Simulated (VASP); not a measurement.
WC: single point with PBEsol

The system is WC.

```
W C
1.0
     2.90050    0.00000    0.00000
    -1.45025    2.51191    0.00000
     0.00000    0.00000    2.82900
W C
1 1
Direct
  0.00000 0.00000 0.00000
  0.61495 0.33333 0.50000
```

This cell differs from its parent crystal: atom 2 (C) moved by (-0.150, +0.000) A along x and z.

* Program: VASP 6.6.1
* Task: single point
* Functional: PBEsol
* Potentials or basis: VASP PAW PBE potentials, release 64 (W_sv, C)
* Cutoff: 520 eV
* k mesh: 18 × 18 × 16
* Occupations: gaussian, width 0.15 eV
* Spin: no spin polarisation

```
Pressure               : 4.1 GPa
Largest force          : 2.379 eV/Å
Band gap on the k mesh : zero (bands 9 and 10 overlap by 1.36 eV)
```

Forces on the atoms (eV/Å):
```
W   -2.366 -0.249  0.000
C    2.366  0.249  0.000
```

Stress tensor (GPa, compression positive):
```
3.01 6.30 0.00
6.30 2.82 0.00
0.00 0.00 6.45
```

Levels at points of the mesh, in eV from the Fermi level:
```tsv
k point	band 7	band 8	band 9	band 10	band 11	band 12
(0.00, 0.00, 0.00)	-3.53	-3.09	-0.08	3.10	3.41	4.45
(0.50, 0.00, 0.00)	-4.17	-3.79	-0.23	2.38	4.29	4.84
(0.00, 0.50, 0.00)	-4.06	-3.82	-0.02	2.23	4.44	5.03
(0.50, 0.50, 0.00)	-3.84	-3.28	-0.49	2.14	4.65	5.13
(0.00, 0.00, 0.50)	-2.98	-1.06	-0.78	-0.62	3.05	3.73
(0.50, 0.00, 0.50)	-4.15	-3.85	-0.20	4.45	5.33	6.50
(0.00, 0.50, 0.50)	-4.53	-3.98	0.16	4.41	5.31	5.88
(0.50, 0.50, 0.50)	-4.88	-4.55	0.74	4.41	5.28	6.42
```

Wall time 2.1 min on 1 thread of Intel(R) Xeon(R) 6975P-C (Granite Rapids), on a shared host, peak memory 0.56 GiB.

Caveat: the cell differs from its parent crystal (atom 2 (C) moved by (-0.150, +0.000) A along x and z); the cell stands under pressure; the PAW data sets were made with another functional, which shifts forces and pressure a little; spin-orbit coupling is left out, which moves the levels of the heavy elements.
